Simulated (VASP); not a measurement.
Runs of VASP 6.6.1 on HfO2. The structure is that of space group P4_2/mnm (No. 136), or close to it. The cells are those of the table. 

```tsv
cell	gap on the mesh (eV)	pressure (GPa)	largest force (eV/Å)
a = 4.759, b = 4.759, c = 3.157 Å, 6 atoms	4.14	(c)	(a)
a = 4.841, b = 4.841, c = 3.211 Å, 6 atoms	3.94	2.7	0.03
a = 4.800, b = 4.800, c = 3.184 Å, 6 atoms	4.04	(d)	0.13
a = 4.963, b = 4.963, c = 3.292 Å, 6 atoms	3.65	(b)	0.20
a = 4.922, b = 4.922, c = 3.265 Å, 6 atoms	3.75	-7.7	0.13
```

Alike in all rows: task single point; level PBE; potentials or basis VASP PAW PBE potentials, release 64 (Hf_pv, O); no spin polarisation; k mesh 6 × 6 × 8; cutoff (eV) 520; smearing gaussian 0.05 eV.

Problem. Estimate the missing entries.

Solution. (a) 0.22; (b) -12.1; (c) 15.9; (d) 9.0.

Caveats: spin-orbit coupling is left out, which moves the levels of the heavy elements.

A k mesh can miss the band edges, and the runs leave out spin-orbit coupling on Hf.
